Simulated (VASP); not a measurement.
Wanted: the native input for a VASP 6.6.1 run.

```
Task                   : single point
Functional             : PBEsol
Potentials or basis    : VASP PAW PBE potentials, release 64 (Cs_sv, Br)
Cutoff                 : 500 eV
k mesh                 : 6 × 6 × 6
Occupations            : fermi-dirac, width 0.02 eV
Spin                   : no spin polarisation
Dipole correction      : no
Further INCAR settings : ALGO = Normal; EDIFF = 1e-06; NBANDS = 15
```

The structure of CsBr lies in POSCAR:

```
CsBr
1.0
    4.2458733529      0.0000000000      0.0000000000
    0.0000000000      4.2458733529      0.0000000000
    0.0000000000      0.0000000000      4.2458733529
Cs Br
1 1
Direct
    0.0000000000      0.0000000000      0.0000000000
    0.5000000000      0.5000000000      0.5000000000
```

These files were run (other wordings do the same):

INCAR

```
ALGO = Normal ; EDIFF = 1E-6
ENCUT = 500 ; GGA = PS
GGA_COMPAT = F ; ISIF = 2
ISMEAR = -1 ; LASPH = T
LCHARG = F ; LREAL = F
LWAVE = F ; NBANDS = 15
NELM = 120 ; PREC = Accurate
SIGMA = 0.02
```

KPOINTS

```
k-points
0
Gamma
  6 6 6
```

Potentials or basis: VASP PAW PBE potentials, release 64 (Cs_sv, Br).

Launch:

```sh
$ cat potpaw_PBE.64/Cs_sv/POTCAR potpaw_PBE.64/Br/POTCAR > POTCAR
$ mpirun -np 1 vasp_std > vasp.out
```

It gave:

```
Pressure               : 0.0 GPa
Band gap on the k mesh : 4.43 eV
```

Caveat: the PAW data sets were made with another functional, which shifts forces and pressure a little; spin-orbit coupling is left out, which moves the levels of the heavy elements.

Wall time 7 s on 1 thread of Intel(R) Xeon(R) 6975P-C (Granite Rapids) (shared host), peak memory 0.18 GiB.
